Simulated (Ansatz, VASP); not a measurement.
One calculation of Au, two programs

The input POSCAR:

```
Au
1.0
    2.9000000000      0.0000000000      0.0000000000
   -1.4500000000      2.5114736710      0.0000000000
    0.0000000000      0.0000000000      4.8800000000
Au
2
Direct
    0.6666666667      0.3333333333      0.2500000000
    0.3333333333      0.6666666667      0.7500000000
```

INCAR.step1

```
ALGO = Normal ; EDIFF = 1E-4
ENCUT = 520 ; GGA = PE
ISMEAR = -1 ; LASPH = True
LCHARG = False ; LREAL = False
LWAVE = True ; NBANDS = 18
NELM = 100 ; PREC = Accurate
SIGMA = 0.05
```

File INCAR.step2:

```
ALGO = Normal ; EDIFF = 1E-7
ENCUT = 520 ; ISIF = 2
ISMEAR = -1 ; ISTART = 1
LASPH = True ; LCHARG = False
LMIXTAU = True ; LREAL = False
LWAVE = False ; METAGGA = R2SCAN
NBANDS = 18 ; NELM = 100
PREC = Accurate ; SIGMA = 0.05
```

Contents of KPOINTS:

```
k-points
0
Gamma
  6 6 3
```

input.yaml

```yaml
crystal:
  lattice:
    - [2.9, 0.0, 0.0]
    - [-1.45, 2.511473671, 0.0]
    - [0.0, 0.0, 4.88]
  atoms:
    - { symbol: Au, position: [0.6666666667, 0.3333333333, 0.25] }
    - { symbol: Au, position: [0.3333333333, 0.6666666667, 0.75] }
hamiltonian:
  xc: r2scan
  pseudopotentials: { kind: paw }
kpoints:
  mp_grid: { grid: [6, 6, 3] }
  band_path:
    path:
      - [[0.0, 0.0, 0.0], [0.5, 0.0, 0.0], [0.3333333333, 0.3333333333, 0.0], [0.0, 0.0, 0.0], [0.0, 0.0, 0.5], [0.5, 0.0, 0.5], [0.3333333333, 0.3333333333, 0.5], [0.0, 0.0, 0.5]]
      - [[0.5, 0.0, 0.5], [0.5, 0.0, 0.0]]
      - [[0.3333333333, 0.3333333333, 0.0], [0.3333333333, 0.3333333333, 0.5]]
    npoints: 14
scf:
  occupations: { method: fermi_dirac, width: 0.05 }
  n_extra_bands: 6
output:
  forces: true
  stress: true
  eigenvalues: true
  fatbands: false
```

Alike in both runs: functional r2SCAN; k mesh 6 × 6 × 3; occupations fermi-dirac, width 0.05 eV; no spin polarisation.

```csv
,VASP,Ansatz
version,VASP 6.6.1,Ansatz 0.2.0
potentials or method,"VASP PAW PBE potentials, release 64 (Au)",Ansatz PAW
plane-wave cutoff (eV),520,500
valence electrons in the cell,22,38
task,single point,band structure
```

```tsv
	VASP	Ansatz	Ansatz less VASP
gap on the k mesh at the Fermi level (eV)	none	none	-
pressure (GPa)	0.1	-0.1	-0.24
traceless stress, the component that is largest in VASP (GPa)	4.36	4.43	+0.077
```

VASP's potentials were made for PBE, not for r2SCAN. A gap of «none» marks a metal or a gap that the smearing closes. VASP's potentials hold 22 valence electrons a cell and Ansatz's 38, so a difference there can come from the potentials and not from the codes.

The k mesh is coarse, so the values compare programs but aren't converged. Spin-orbit coupling is off throughout.
